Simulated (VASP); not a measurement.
# BAs (P6_3/mmc) in VASP: settings compared

Aim: see how the results for BAs move with the level of theory and the settings. Levels: LDA, PBE. Tasks: single point.

Everything below comes from runs of VASP 6.6.1. Logs are shortened: lines on timing, memory, paths and dates and some standing lists are left out, and cuts for length are marked.

## 1. The cell of the first run

It takes space group P6_3/mmc (No. 194, hexagonal). The conventional cell has a = 3.366 Å, b = 3.366 Å, c = 8.745 Å, α = 90.00°, β = 90.00°, γ = 120.00°. Within 2.6 Å of B (site symmetry -6m2) lie 3 As at 1.94 Å. Within 2.6 Å of As (site symmetry -6m2) lie 3 B at 1.94 Å.

## 2. Single point, LDA

INCAR

```
SYSTEM = BAs
PREC     = Accurate       ! precision mode
ENCUT    = 500            ! plane-wave cutoff, eV
EDIFF    = 1E-6           ! SCF threshold, eV
ISMEAR   = 0              ! smearing method
SIGMA    = 0.01           ! smearing width, eV
LREAL    = .FALSE.        ! projectors in reciprocal space
LASPH    = .TRUE.         ! aspherical terms in the spheres
NELM     = 120            ! most SCF steps
ALGO     = Normal         ! electronic algorithm
ISIF     = 2              ! what is computed and relaxed
LWAVE    = .FALSE.        ! write WAVECAR
LCHARG   = .FALSE.        ! write CHGCAR
GGA      = CA             ! functional
NBANDS   = 16             ! bands
GGA_COMPAT= .FALSE.
```

KPOINTS

```
regular mesh
0
G
  6 6 2
  0 0 0
```

POSCAR

```
BAs
1.0
    3.3658576842      0.0000000000      0.0000000000
   -1.6829288421      2.9149182600      0.0000000000
    0.0000000000      0.0000000000      8.7445888832
B As
2 2
Direct
    0.3333333333      0.6666666667      0.2500000000
    0.6666666667      0.3333333333      0.7500000000
    0.6666666667      0.3333333333      0.2500000000
    0.3333333333      0.6666666667      0.7500000000
```

Potentials or basis: VASP PAW LDA potentials, release 64 (B, As).

Launch:

```sh
> cat potpaw_LDA.64/B/POTCAR potpaw_LDA.64/As/POTCAR > POTCAR
> mpirun -np 1 vasp_std > vasp.out
```

OUTCAR:

```text
SYSTEM = BAs
   PREC = Accurate
   ENCUT = 500
   EDIFF = 1E-6
   ISMEAR = 0
   LREAL = .FALSE.
   LASPH = .TRUE.
   NELM = 120
   ISIF = 2
   GGA = CA

 ion  position               nearest neighbor table
   1  0.333  0.667  0.250-   3 1.94   3 1.94   3 1.94
   2  0.667  0.333  0.750-   4 1.94   4 1.94   4 1.94
   3  0.667  0.333  0.250-   1 1.94   1 1.94   1 1.94
   4  0.333  0.667  0.750-   2 1.94   2 1.94   2 1.94

  LATTYP: Found a hexagonal cell.
 ALAT       =     3.3658576842
 C/A-ratio  =     2.5980269232

  Lattice vectors:

 A1 = (   3.3658576842,   0.0000000000,   0.0000000000)
 A2 = (  -1.6829288421,   2.9149182600,   0.0000000000)
 A3 = (   0.0000000000,   0.0000000000,   8.7445888832)

Analysis of symmetry for initial positions (statically):
=====================================================================
 Subroutine PRICEL returns:
 Original cell was already a primitive cell.

 Routine SETGRP: Setting up the symmetry group for a
 hexagonal supercell.

 Subroutine GETGRP returns: Found 24 space group operations
 (whereof 12 operations were pure point group operations)
 out of a pool of 24 trial point group operations.

The static configuration has the point symmetry D_3d.
 The point group associated with its full space group is D_6h.

Analysis of symmetry for dynamics (positions and initial velocities):
=====================================================================
 Subroutine PRICEL returns:
 Original cell was already a primitive cell.

 Routine SETGRP: Setting up the symmetry group for a
 hexagonal supercell.

 Subroutine GETGRP returns: Found 24 space group operations
 (whereof 12 operations were pure point group operations)
 out of a pool of 24 trial point group operations.

The dynamic configuration has the point symmetry D_3d.
 The point group associated with its full space group is D_6h.

 Subroutine INISYM returns: Found 24 space group operations
 (whereof 12 operations are pure point group operations),
 and found     1 'primitive' translations

----------------------------------------------------------------------------------------

                                     Primitive cell

  volume of cell :      85.7949

  direct lattice vectors                    reciprocal lattice vectors
     3.365857684  0.000000000  0.000000000     0.297101094  0.171531397  0.000000000
    -1.682928842  2.914918260  0.000000000     0.000000000  0.343062793  0.000000000
     0.000000000  0.000000000  8.744588883     0.000000000  0.000000000  0.114356434

  length of vectors
     3.365857684  3.365857684  8.744588883     0.343062793  0.343062793  0.114356434

  position of ions in fractional coordinates (direct lattice)
     0.333333333  0.666666667  0.250000000
     0.666666667  0.333333333  0.750000000
     0.666666667  0.333333333  0.250000000
     0.333333333  0.666666667  0.750000000

  ion indices of the primitive-cell ions
   primitive index   ion index
                 1           1
                 2           2
                 3           3
                 4           4

----------------------------------------------------------------------------------------

 KPOINTS: regular mesh

Automatic generation of k-mesh.
 Grid dimensions read from file:
 generate k-points for:    6    6    2

 Generating k-lattice:

  Cartesian coordinates                     Fractional coordinates (reciprocal lattice)
     0.049516849  0.028588566  0.000000000     0.166666667  0.000000000  0.000000000
     0.000000000  0.057177132  0.000000000     0.000000000  0.166666667  0.000000000
     0.000000000  0.000000000  0.057178217     0.000000000  0.000000000  0.500000000

  Length of vectors
     0.057177132  0.057177132  0.057178217

  Shift w.r.t. Gamma in fractional coordinates (k-lattice)
     0.000000000  0.000000000  0.000000000

 Subroutine IBZKPT returns following result:
 ===========================================

 Found     14 irreducible k-points:

 Following reciprocal coordinates:
            Coordinates               Weight
  0.000000  0.000000  0.000000      1.000000
  0.166667 -0.000000  0.000000      6.000000
  0.333333  0.000000  0.000000      6.000000
  0.500000 -0.000000  0.000000      3.000000
  0.166667  0.166667  0.000000      6.000000
  0.333333  0.166667  0.000000     12.000000
  0.333333  0.333333  0.000000      2.000000
  0.000000  0.000000  0.500000      1.000000
  0.166667 -0.000000  0.500000      6.000000
  0.333333  0.000000  0.500000      6.000000
  0.500000 -0.000000  0.500000      3.000000
  0.166667  0.166667  0.500000      6.000000
  0.333333  0.166667  0.500000     12.000000
  0.333333  0.333333  0.500000      2.000000
   k-points           NKPTS =     14   k-points in BZ     NKDIM =     14   number of bands    NBANDS=     16
   number of dos      NEDOS =    301   number of ions     NIONS =      4
   total plane-waves  NPLWV =  50176
   dimension x,y,z NGX =    28 NGY =   28 NGZ =   64
   dimension x,y,z NGXF=    56 NGYF=   56 NGZF=  128
   ions per type =               2   2
   NGX,Y,Z   is equivalent  to a cutoff of  13.83, 13.83, 12.17 a.u.
   NGXF,Y,Z  is equivalent  to a cutoff of  27.66, 27.66, 24.33 a.u.
 SYSTEM =  BAs
   PREC   = accura    normal or accurate (medium, high low for compatibility)
   ISTART =      0    job   : 0-new  1-cont  2-samecut
   ICHARG =      2    charge: 1-file 2-atom 10-const
   ISPIN  =      1    spin polarized calculation?
   LNONCOLLINEAR =      F non collinear calculations
   LSORBIT =      F    spin-orbit coupling
   LASPH  =      T    aspherical Exc in radial PAW
   ENCUT  =  500.0 eV  36.75 Ry    6.06 a.u.   6.14  6.14 15.94*2*pi/ulx,y,z
   NELM   =    120;   NELMIN=  2; NELMDL= -5     # of ELM steps
   EDIFF  = 0.1E-05   stopping-criterion for ELM
   LREAL  =      F    real-space projection
   EDIFFG = 0.1E-04   stopping-criterion for IOM
   NSW    =      0    number of steps for IOM
   IBRION =     -1    ionic relax: 0-MD 1-quasi-New 2-CG
   NFREE  =      0    steps in history (QN), initial steepest desc. (CG)
   ISIF   =      2    stress and relaxation
   ISYM   =      2    0-nonsym 1-usesym 2-fastsym
   POTIM  = 0.5000    time-step for ionic-motion
   TEBEG  =    0.0;   TEEND  =   0.0 temperature during run
   PSTRESS=    0.0 pullay stress
   NELECT =      16.0000    total number of electrons
   NUPDOWN=      -1.0000    fix difference up-down
   EMIN   =  10.00;   EMAX   =-10.00  energy-range for DOS
   EFERMI =   0.00;   METHOD = LEGACY
   ISMEAR =     0;   SIGMA  =   0.01  broadening in eV -4-tet -1-fermi 0-gaus
   EFERMI_NEDOS =   21; number of points for ismear=-14 and -15
   IALGO  =     38    algorithm
   IMIX   =      4    mixing-type and parameters
     AMIX     =   0.40;   BMIX     =  1.00
     AMIX_MAG =   1.60;   BMIX_MAG =  1.00
  volume/ion in A,a.u.               =      21.45       144.74
  Fermi-wavevector in a.u.,A,eV,Ry     =   0.935322  1.767502 11.902738  0.874827
  Thomas-Fermi vector in A             =   2.062217
   LORBIT       =      0    0 simple, 1 ext, 2 COOP (PROOUT), +10 PAW based schemes
   GGA     = CA    functional components
   LHFCALC =     F    Hartree Fock is set to
   AEXX    =    0.0000 exact exchange contribution
   IVDW    =     0    specifies the selected vdW correction
   LEPSILON=     F    determine dielectric tensor
   LRPA    =     F    only Hartree local field effects (RPA)
 non-spin polarized calculation
 Gauss-broadening in eV      SIGMA  =   0.01
  energy-cutoff  :      500.00
  volume of cell :       85.79
 maximum number of plane-waves:      2202
 NGX is ok and might be reduce to    28
   NGX = 13   NGY = 13   NGZ = 31

 number of electron      16.0000000 magnetization

 Free energy of the ion-electron system (eV)
  ---------------------------------------------------
  ext. energy  EPLUGINS =         0.00000000
  ---------------------------------------------------
  free energy    TOTEN  =       -23.85837252 eV

  energy without entropy =      -23.85837252  energy(sigma->0) =      -23.85837252

 E-fermi :   1.8914     XC(G=0):  -8.5023

 val. band max:        1.7855348355   @ k =   0.3333   0.3333   0.5000
 cond. band min:       2.4860686021   @ k =   0.3333   0.3333   0.5000
 fundamental gap:      0.7005337666
 Fermi energy:         1.8913525727

 k-point     1 :       0.0000    0.0000    0.0000
  band No.  band energies     occupation
      1     -12.1209      2.00000
      2     -12.0132      2.00000
      3      -2.7824      2.00000
      4      -1.5727      2.00000
      5       0.2674      2.00000
      6       0.2674      2.00000
[... 8 lines left out ...]
     15       6.6854      0.00000
     16       8.8750      0.00000

 k-point     2 :       0.1667   -0.0000    0.0000
  band No.  band energies     occupation
      1     -11.7360      2.00000
      2     -11.6314      2.00000
      3      -2.3359      2.00000
      4      -1.7382      2.00000
      5      -1.6822      2.00000
      6      -1.1438      2.00000
[... 8 lines left out ...]
     15       8.1512      0.00000
     16       8.2302      0.00000

 k-point     3 :       0.3333    0.0000    0.0000
  band No.  band energies     occupation
      1     -10.6632      2.00000
      2     -10.5714      2.00000
      3      -4.7527      2.00000
      4      -4.6822      2.00000
      5      -1.4426      2.00000
      6      -1.3988      2.00000
[... 8 lines left out ...]
     15      10.2868      0.00000
     16      11.3787      0.00000

 k-point     4 :       0.5000   -0.0000    0.0000
  band No.  band energies     occupation
      1      -9.6889      2.00000
      2      -9.6364      2.00000
      3      -6.4210      2.00000
      4      -6.3662      2.00000
      5      -1.8323      2.00000
      6      -1.7872      2.00000
[... 8 lines left out ...]
     15      10.1665      0.00000
     16      12.4369      0.00000

 k-point     5 :       0.1667    0.1667    0.0000
  band No.  band energies     occupation
      1     -10.9995      2.00000
      2     -10.9024      2.00000
      3      -3.6625      2.00000
      4      -3.6018      2.00000
      5      -1.9110      2.00000
      6      -1.8524      2.00000
[... 8 lines left out ...]
     15       7.8876      0.00000
     16       9.4878      0.00000

 k-point     6 :       0.3333    0.1667    0.0000
  band No.  band energies     occupation
      1      -9.8003      2.00000
      2      -9.7319      2.00000
      3      -5.7893      2.00000
      4      -5.7314      2.00000
      5      -3.0214      2.00000
      6      -2.9526      2.00000
[... 8 lines left out ...]
     15       9.6542      0.00000
     16      10.8001      0.00000
[... 77 lines left out ...]
 k-point    11 :       0.5000   -0.0000    0.5000
  band No.  band energies     occupation
      1      -9.6627      2.00000
      2      -9.6627      2.00000
      3      -6.3952      2.00000
      4      -6.3952      2.00000
      5      -1.8099      2.00000
      6      -1.8099      2.00000
[... 8 lines left out ...]
     15      10.6733      0.00000
     16      10.6733      0.00000

 k-point    12 :       0.1667    0.1667    0.5000
  band No.  band energies     occupation
      1     -10.9517      2.00000
      2     -10.9517      2.00000
      3      -3.6333      2.00000
      4      -3.6333      2.00000
      5      -1.8820      2.00000
      6      -1.8820      2.00000
[... 8 lines left out ...]
     15       8.1105      0.00000
     16       8.1105      0.00000

 k-point    13 :       0.3333    0.1667    0.5000
  band No.  band energies     occupation
      1      -9.7664      2.00000
      2      -9.7664      2.00000
      3      -5.7616      2.00000
      4      -5.7616      2.00000
      5      -2.9874      2.00000
      6      -2.9874      2.00000
[... 8 lines left out ...]
     15      10.0709      0.00000
     16      10.0709      0.00000

 k-point    14 :       0.3333    0.3333    0.5000
  band No.  band energies     occupation
      1      -9.1693      2.00000
      2      -9.1693      2.00000
      3      -6.0063      2.00000
      4      -6.0063      2.00000
      5      -4.2827      2.00000
      6      -4.2827      2.00000
[... 8 lines left out ...]
     15      10.7810      0.00000
     16      10.7810      0.00000

------------------------ aborting loop because EDIFF is reached ----------------------------------------

  FORCE on cell =-STRESS in cart. coord.  units (eV):
  Direction    XX          YY          ZZ          XY          YZ          ZX
  --------------------------------------------------------------------------------------
  -------------------------------------------------------------------------------------
  Total       -1.1973461     -1.1973461     -0.3948168     -0.0000000      0.0000000     -0.0000000
  in kB      -22.3598433    -22.3598433     -7.3730076     -0.0000000      0.0000000     -0.0000000
  external PRESSURE =     -17.3642314 kB  Pullay stress =       0.0000000 kB

 VOLUME and BASIS-vectors are now :
 -----------------------------------------------------------------------------
  energy-cutoff  :      500.00
  volume of cell :       85.79
      direct lattice vectors                 reciprocal lattice vectors
     3.365857684  0.000000000  0.000000000     0.297101094  0.171531397  0.000000000
    -1.682928842  2.914918260  0.000000000     0.000000000  0.343062793  0.000000000
     0.000000000  0.000000000  8.744588883     0.000000000  0.000000000  0.114356434

 POSITION                                       TOTAL-FORCE (eV/Angst)
 -----------------------------------------------------------------------------------
     -0.00000      1.94328      2.18615         0.000000     -0.000000      0.000000
      1.68293      0.97164      6.55844         0.000000      0.000000      0.000000
      1.68293      0.97164      2.18615         0.000000      0.000000      0.000000
     -0.00000      1.94328      6.55844        -0.000000      0.000000      0.000000
 -----------------------------------------------------------------------------------
    total drift:                                0.000000     -0.000000      0.000000

  FREE ENERGIE OF THE ION-ELECTRON SYSTEM (eV)
  ---------------------------------------------------
  free  energy   TOTEN  =       -23.8583725231 eV

  energy  without entropy=      -23.8583725231  energy(sigma->0) =      -23.85837252
```

It took 37 s on 1 thread of Intel Xeon 8259CL, shared host; peak memory 0.18 GiB.

What came out:

```
Free energy            : -23.8584 eV
Pressure               : -1.7 GPa
Band gap on the k mesh : 0.70 eV
```

A k mesh can miss the band edges.

## 3. Single point, PBE

INCAR

```
SYSTEM = BAs
ALGO = Normal
EDIFF = 1E-6
ENCUT = 520
GGA = PE
ISIF = 2
ISMEAR = 0
LASPH = .True.
LCHARG = .False.
LREAL = .False.
LWAVE = .False.
NBANDS = 16
NELM = 80
PREC = Accurate
SIGMA = 0.01
```

KPOINTS

```
k-points
0
Gamma
  6 6 2
  0 0 0
```

POSCAR is that of step 2.

Potentials or basis: VASP PAW PBE potentials, release 64 (B, As).

Launch:

```sh
> cat potpaw_PBE.64/B/POTCAR potpaw_PBE.64/As/POTCAR > POTCAR
> mpirun -np 1 vasp_std > vasp.out
```

OUTCAR:

```text
SYSTEM = BAs
   EDIFF = 1E-6
   ENCUT = 520
   GGA = PE
   ISIF = 2
   ISMEAR = 0
   LASPH = .True.
   LREAL = .False.
   NELM = 80
   PREC = Accurate

 ion  position               nearest neighbor table
   1  0.333  0.667  0.250-   3 1.94   3 1.94   3 1.94
   2  0.667  0.333  0.750-   4 1.94   4 1.94   4 1.94
   3  0.667  0.333  0.250-   1 1.94   1 1.94   1 1.94
   4  0.333  0.667  0.750-   2 1.94   2 1.94   2 1.94

  LATTYP: Found a hexagonal cell.
 ALAT       =     3.3658576842
[... 453 lines left out ...]
  FORCE on cell =-STRESS in cart. coord.  units (eV):
  Direction    XX          YY          ZZ          XY          YZ          ZX
  --------------------------------------------------------------------------------------
  -------------------------------------------------------------------------------------
  Total        1.5173292      1.5173292      0.2540532      0.0000000      0.0000000      0.0000000
  in kB       28.3353685     28.3353685      4.7443177      0.0000000      0.0000000      0.0000000
  external PRESSURE =      20.4716849 kB  Pullay stress =       0.0000000 kB

 VOLUME and BASIS-vectors are now :
 -----------------------------------------------------------------------------
  energy-cutoff  :      520.00
  volume of cell :       85.79
      direct lattice vectors                 reciprocal lattice vectors
     3.365857684  0.000000000  0.000000000     0.297101094  0.171531397  0.000000000
    -1.682928842  2.914918260  0.000000000     0.000000000  0.343062793  0.000000000
     0.000000000  0.000000000  8.744588883     0.000000000  0.000000000  0.114356434

 POSITION                                       TOTAL-FORCE (eV/Angst)
 -----------------------------------------------------------------------------------
     -0.00000      1.94328      2.18615        -0.000000      0.000000      0.000000
      1.68293      0.97164      6.55844         0.000000     -0.000000      0.000000
      1.68293      0.97164      2.18615         0.000000     -0.000000      0.000000
     -0.00000      1.94328      6.55844        -0.000000      0.000000      0.000000
 -----------------------------------------------------------------------------------
    total drift:                                0.000000     -0.000000      0.000000

  FREE ENERGIE OF THE ION-ELECTRON SYSTEM (eV)
  ---------------------------------------------------
  free  energy   TOTEN  =       -21.2463958008 eV

  energy  without entropy=      -21.2463958008  energy(sigma->0) =      -21.24639580
```

OSZICAR:

```text
N       E                     dE             d eps       ncg     rms          rms(c)
DAV:   1     0.565809806213E+02    0.56581E+02   -0.63086E+03   448   0.828E+02
DAV:   2    -0.183013569841E+02   -0.74882E+02   -0.67660E+02   624   0.142E+02
DAV:   3    -0.226026575116E+02   -0.43013E+01   -0.42734E+01   584   0.361E+01
DAV:   4    -0.226457446896E+02   -0.43087E-01   -0.43064E-01   576   0.409E+00
DAV:   5    -0.226462977259E+02   -0.55304E-03   -0.55287E-03   608   0.469E-01    0.717E+00
DAV:   6    -0.213941138469E+02    0.12522E+01   -0.18681E+00   536   0.785E+00    0.353E+00
DAV:   7    -0.212800765494E+02    0.11404E+00   -0.31373E-01   584   0.289E+00    0.169E+00
DAV:   8    -0.212434744292E+02    0.36602E-01   -0.97632E-02   576   0.151E+00    0.300E-01
DAV:   9    -0.212450142430E+02   -0.15398E-02   -0.31110E-03   584   0.311E-01    0.170E-01
DAV:  10    -0.212463021509E+02   -0.12879E-02   -0.16596E-03   472   0.209E-01    0.586E-02
DAV:  11    -0.212463612824E+02   -0.59131E-04   -0.79649E-05   608   0.536E-02    0.383E-02
DAV:  12    -0.212463960461E+02   -0.34764E-04   -0.86337E-05   488   0.488E-02    0.916E-03
DAV:  13    -0.212463958008E+02    0.24536E-06   -0.55123E-06   608   0.150E-02
   1 F= -.21246396E+02 E0= -.21246396E+02  d E =-.350673E-14
```

stdout:

```text
POSCAR found type information on POSCAR B As
 POSCAR found :  2 types and       4 ions
 scaLAPACK will be used
 LDA part: xc-table for (Slater+PW92), standard interpolation
 POSCAR, INCAR and KPOINTS ok, starting setup
 FFT: planning ... GRIDC
 FFT: planning ... GRID_SOFT
 FFT: planning ... GRID
 WAVECAR not read
 entering main loop
```

Wall time 39 s (1 thread of AMD EPYC, shared host); peak memory 0.18 GiB.

Results:

```yaml
Free_energy: -21.2464 eV
Pressure: 2.0 GPa
Band_gap_on_the_k_mesh: 0.71 eV
```

Levels at points of the mesh, in eV from the valence-band top:
```csv
k point,band 4,band 5,band 6,band 7,band 8,band 9,band 10,band 11,band 12,band 13
"(0.00, 0.00, 0.00)",-3.37,-1.52,-1.52,-1.49,-1.49,3.33,3.88,4.08,4.84,4.84
"(0.50, 0.00, 0.00)",-8.23,-3.62,-3.58,-1.49,-0.59,0.94,2.03,2.48,2.66,7.05
"(0.00, 0.00, 0.50)",-4.01,-1.50,-1.50,-1.50,-1.50,3.95,3.95,4.88,4.88,4.88
"(0.50, 0.00, 0.50)",-8.26,-3.60,-3.60,-1.07,-1.07,1.41,1.41,2.57,2.57,8.00
```

Caveat: this functional lacks dispersion, which binds the layers, so the pressure and a relaxed spacing across them are unreliable.
